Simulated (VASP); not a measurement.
# AlN (F-43m) in VASP: further runs

Runs on AlN. Level: PBE. Tasks: vibrations by perturbation theory.

All numbers are computed with VASP 6.6.1; they aren't measurements. Logs are shortened: lines on timing, memory, paths and dates and some standing lists are left out, and cuts for length are marked.

**1. The cell of the first run**

The structure is cubic, space group F-43m (No. 216). The conventional cell has a = 4.388 Å, b = 4.388 Å, c = 4.388 Å, α = 90.00°, β = 90.00°, γ = 90.00°. Within 2.5 Å of Al (site symmetry -43m) lie 4 N at 1.90 Å. N (site symmetry -43m) has 4 Al at 1.90 Å within 2.5 Å.

**2. Vibrations by perturbation theory, PBE**

Input file INCAR:

```
PREC = Accurate
ENCUT = 520
EDIFF = 1E-8
ISMEAR = 0
SIGMA = 0.01
LREAL = F
LASPH = T
NELM = 80
ALGO = Normal
ISIF = 2
LWAVE = F
LCHARG = F
GGA = PE
NBANDS = 11
IBRION = 8
NSW = 1
LEPSILON = T
```

Input file KPOINTS:

```
Automatic mesh
0
Gamma
  10 10 10
```

Input file POSCAR:

```
AlN
1.0
    0.0000000000      2.1941407968      2.1941407968
    2.1941407968      0.0000000000      2.1941407968
    2.1941407968      2.1941407968      0.0000000000
Al N
1 1
Direct
    0.0000000000      0.0000000000      0.0000000000
    0.7500000000      0.7500000000      0.7500000000
```

Potentials or basis: VASP PAW PBE potentials, release 64 (Al, N).

The run is started by

```console
cat potpaw_PBE.64/Al/POTCAR potpaw_PBE.64/N/POTCAR > POTCAR
mpirun -np 1 vasp_std > vasp.out
```

OUTCAR:

```text
PREC = Accurate
   ENCUT = 520
   EDIFF = 1E-8
   ISMEAR = 0
   LREAL = F
   LASPH = T
   NELM = 80
   ISIF = 2
   GGA = PE
   IBRION = 8
   NSW = 1
   LEPSILON = T

 ion  position               nearest neighbor table
   1  0.000  0.000  0.000-   2 1.90   2 1.90   2 1.90   2 1.90
   2  0.750  0.750  0.750-   1 1.90   1 1.90   1 1.90   1 1.90

  LATTYP: Found a face centered cubic cell.
 ALAT       =     4.3882815936

  Lattice vectors:

 A1 = (   0.0000000000,   2.1941407968,   2.1941407968)
 A2 = (   2.1941407968,   0.0000000000,   2.1941407968)
 A3 = (   2.1941407968,   2.1941407968,   0.0000000000)

Analysis of symmetry for initial positions (statically):
=====================================================================
 Subroutine PRICEL returns:
 Original cell was already a primitive cell.

 Routine SETGRP: Setting up the symmetry group for a
 face centered cubic supercell.

 Subroutine GETGRP returns: Found 24 space group operations
 (whereof 24 operations were pure point group operations)
 out of a pool of 48 trial point group operations.

The static configuration has the point symmetry T_d .

Analysis of symmetry for dynamics (positions and initial velocities):
=====================================================================
 Subroutine PRICEL returns:
 Original cell was already a primitive cell.

 Routine SETGRP: Setting up the symmetry group for a
 face centered cubic supercell.

 Subroutine GETGRP returns: Found 24 space group operations
 (whereof 24 operations were pure point group operations)
 out of a pool of 48 trial point group operations.

The dynamic configuration has the point symmetry T_d .

 Subroutine INISYM returns: Found 24 space group operations
 (whereof 24 operations are pure point group operations),
 and found     1 'primitive' translations

----------------------------------------------------------------------------------------

                                     Primitive cell

  volume of cell :      21.1263

  direct lattice vectors                    reciprocal lattice vectors
     0.000000000  2.194140797  2.194140797    -0.227879633  0.227879633  0.227879633
     2.194140797  0.000000000  2.194140797     0.227879633 -0.227879633  0.227879633
     2.194140797  2.194140797  0.000000000     0.227879633  0.227879633 -0.227879633

  length of vectors
     3.102983673  3.102983673  3.102983673     0.394699103  0.394699103  0.394699103

  position of ions in fractional coordinates (direct lattice)
     0.000000000  0.000000000  0.000000000
     0.750000000  0.750000000  0.750000000

  ion indices of the primitive-cell ions
   primitive index   ion index
                 1           1
                 2           2

----------------------------------------------------------------------------------------

 KPOINTS: Automatic mesh

Automatic generation of k-mesh.
 Grid dimensions read from file:
 generate k-points for:   10   10   10

 Generating k-lattice:

  Cartesian coordinates                     Fractional coordinates (reciprocal lattice)
    -0.022787963  0.022787963  0.022787963     0.100000000  0.000000000  0.000000000
[... 485 lines left out ...]
  ---------------------------------------------------
  free energy    TOTEN  =        -0.23184428 eV

  energy without entropy =       -0.23184428

------------------------ aborting loop because EDIFF is reached ----------------------------------------

--------------------------------------- Ionic step        2  -------------------------------------------

------------------------ aborting loop because EDIFF is reached ----------------------------------------

--------------------------------------- Ionic step        3  -------------------------------------------

------------------------ aborting loop because EDIFF is reached ----------------------------------------

 PIEZOELECTRIC TENSOR FIELD DIRECTION 3  (e Angst)
 -----------------------------------------------------------------------------
    -0.00043  0.82774  0.00000           ( -0.00000  0.00395  0.00000)
     0.82774 -0.00043  0.00000           (  0.00395 -0.00000  0.00000)
     0.00000  0.00000  0.00047           (  0.00000  0.00000 -0.00000)

 PIEZOELECTRIC TENSOR FIELD DIRECTION 3  (C/m^2)
 -----------------------------------------------------------------------------
    -0.00033  0.62775  0.00000
     0.62775 -0.00033  0.00000
     0.00000  0.00000  0.00035

--------------------------------------- Ionic step        4  -------------------------------------------

------------------------ aborting loop because EDIFF is reached ----------------------------------------

[... ionic steps 5 to 6 ...]

--------------------------------------- Ionic step        7  -------------------------------------------

 Free energy of the ion-electron system (eV)
  ---------------------------------------------------
  ---------------------------------------------------
  free energy    TOTEN  =        -0.23842025 eV

  energy without entropy =       -0.23842025

------------------------ aborting loop because EDIFF is reached ----------------------------------------

 INTERNAL STRAIN TENSOR  FOR ION    2  DIRECTION 1   (eV/Angst):
 -----------------------------------------------------------------------------
    -0.00010  0.00000  0.00000
     0.00000  0.00034  8.51750
     0.00000  8.51750  0.00034

 MACROSCOPIC STATIC DIELECTRIC TENSOR (including local field effects in DFT)
 ------------------------------------------------------
           4.603176     0.000000    -0.000000
          -0.000000     4.603176     0.000000
           0.000000    -0.000000     4.603176
 ------------------------------------------------------

 PIEZOELECTRIC TENSOR (including local field effects)  for field in x, y, z        (e  Angst)
          XX          YY          ZZ          XY          YZ          ZX
  --------------------------------------------------------------------------------
  x    -0.00000    -0.00000     0.00000     0.00000     0.82747     0.00000
  y     0.00000     0.00000     0.00000     0.00000     0.00000     0.82747
  z     0.00000    -0.00000    -0.00000     0.82747     0.00000     0.00000

 PIEZOELECTRIC TENSOR (including local field effects)  for field in x, y, z        (C/m^2)
          XX          YY          ZZ          XY          YZ          ZX
  --------------------------------------------------------------------------------
  x    -0.00000    -0.00000     0.00000     0.00000     0.62754     0.00000
  y     0.00000     0.00000     0.00000     0.00000     0.00000     0.62754
  z     0.00000    -0.00000    -0.00000     0.62754     0.00000     0.00000

 BORN EFFECTIVE CHARGES (including local field effects) (in |e|, cummulative output)
 ---------------------------------------------------------------------------------
 ion    1
    1     2.53600     0.00000     0.00000
    2    -0.00000     2.53600     0.00000
    3     0.00000     0.00000     2.53600
 ion    2
    1    -2.53600    -0.00000    -0.00000
    2     0.00000    -2.53600    -0.00000
    3     0.00000    -0.00000    -2.53600

 INTERNAL STRAIN TENSOR FOR ION    2 for displacements in x,y,z  (eV/Angst):
          X           Y           Z          XY          YZ          ZX
  --------------------------------------------------------------------------------
  x    -0.00000     0.00000     0.00000     0.00000     8.51750     0.00000
  y    -0.00000    -0.00000    -0.00000     0.00000     0.00000     8.51750
  z     0.00000     0.00000    -0.00000     8.51750     0.00000     0.00000

 SECOND DERIVATIVES (NOT SYMMETRIZED)
 ------------------------------------
               1X          1Y          1Z          2X          2Y          2Z
  1X   -14.104682    0.000000    0.000000   14.104682    0.000000    0.000000
  1Y     0.000000  -14.104682    0.000000    0.000000   14.104682    0.000000
  1Z     0.000000    0.000000  -14.104682    0.000000    0.000000   14.104682
  2X    14.100771    0.000000    0.000000  -14.100771    0.000000    0.000000
  2Y     0.000000   14.100771    0.000000    0.000000  -14.100771    0.000000
  2Z     0.000000    0.000000   14.100771    0.000000    0.000000  -14.100771

 Eigenvectors and eigenvalues of the dynamical matrix
 ----------------------------------------------------

   1 f  =   19.336629 THz   121.495621 2PiTHz  645.000505 cm-1    79.969835 meV
             X         Y         Z           dx          dy          dz
      0.000000  0.000000  0.000000     0.000000    0.584551    0.000000
      3.291211  3.291211  3.291211     0.000000   -0.811357    0.000000
[... 21 lines left out ...]
   6 f/i=    0.001272 THz     0.007990 2PiTHz    0.042419 cm-1     0.005259 meV
             X         Y         Z           dx          dy          dz
      0.000000  0.000000  0.000000     0.000000    0.000000    0.811357
      3.291211  3.291211  3.291211     0.000000    0.000000    0.584551

--------------------------------------------------------------------------------------------------------

 MACROSCOPIC STATIC DIELECTRIC TENSOR IONIC CONTRIBUTION
 ------------------------------------------------------
           3.906052     0.000000     0.000000
           0.000000     3.906052     0.000000
           0.000000     0.000000     3.906052
 ------------------------------------------------------

 ELASTIC MODULI CONTR FROM IONIC RELAXATION (kBar)
 Direction    XX          YY          ZZ          XY          YZ          ZX
 --------------------------------------------------------------------------------
 XX          -0.0000      0.0000      0.0000     -0.0000      0.0000      0.0000
 YY           0.0000     -0.0000      0.0000     -0.0000     -0.0000     -0.0000
 ZZ           0.0000      0.0000     -0.0000      0.0000     -0.0000      0.0000
 XY          -0.0000     -0.0000      0.0000   -366.1655      0.0000      0.0000
 YZ           0.0000     -0.0000     -0.0000      0.0000   -366.1655      0.0000
 ZX           0.0000     -0.0000      0.0000      0.0000      0.0000   -366.1655
 --------------------------------------------------------------------------------

 PIEZOELECTRIC TENSOR IONIC CONTR  for field in x, y, z        (C/m^2)
          XX          YY          ZZ          XY          YZ          ZX
  --------------------------------------------------------------------------------
  x     0.00000    -0.00000    -0.00000    -0.00000    -1.12533    -0.00000
  y     0.00000    -0.00000     0.00000    -0.00000     0.00000    -1.12533
  z    -0.00000    -0.00000     0.00000    -1.12533     0.00000    -0.00000
```

It took 4.6 min on 1 thread of Intel Xeon 8259CL, shared host; peak memory 0.22 GiB.

What came out:

| Item | Value |
| --- | --- |
| Electronic dielectric tensor (diagonal) | 4.60 |
| Born charges (mean of the diagonal) | Al +2.54; N -2.54 e |
| Highest phonon frequency at Γ, LO-TO splitting left out | 645 cm⁻¹ |

Phonon frequencies in cm⁻¹ (negative: imaginary):
| q point | frequencies |
| --- | --- |
| (0.000, 0.000, 0.000) | 0 0 0 645 645 645 |

Electronic dielectric tensor:
```
4.60 0.00 0.00
0.00 4.60 0.00
0.00 0.00 4.60
```

Born effective charge tensors (e):
atom 1, Al
```
2.54 0.00 0.00
0.00 2.54 0.00
0.00 0.00 2.54
```
atom 2, N
```
-2.54  0.00  0.00
 0.00 -2.54  0.00
 0.00  0.00 -2.54
```

Caveat: the cell wasn't relaxed at this level first, which shifts response properties.

[end of part 1 of 2]
